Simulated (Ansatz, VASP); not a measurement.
Hf: VASP beside Ansatz

```
CELL_PARAMETERS angstrom
3.13540 0.00000 0.00000
-1.56770 2.71534 0.00000
0.00000 0.00000 5.07935
ATOMIC_POSITIONS crystal
Hf 0.33333 0.66667 0.25000
Hf 0.66667 0.33333 0.75000
```

Alike in both runs: task relaxation of cell and atoms; functional PBEsol; k mesh 15 × 15 × 9; occupations fermi-dirac, width 0.08 eV; no spin polarisation.

|  | VASP | Ansatz |
| --- | --- | --- |
| version | VASP 6.6.1 | Ansatz 0.2.0 |
| potentials or method | VASP PAW PBE potentials, release 64 (Hf_pv) | PAW with Ansatz's default frozen-core files, scalar-relativistic |
| plane-wave cutoff (eV) | 600 | 420 |
| valence electrons in the cell | 20 | 52 |

|  | VASP | Ansatz | Ansatz less VASP |
| --- | --- | --- | --- |
| relaxed volume (Å³/atom) | 21.54 | 21.60 | +0.070 |
| relaxed cell length with the largest relative difference (Å) | 4.994 | 5.002 | +0.0076 |

VASP's potentials were made for PBE, not for PBEsol. VASP's potentials hold 20 valence electrons a cell and Ansatz's 52, so a difference there can come from the potentials and not from the codes.

Neither program's run includes spin-orbit coupling.
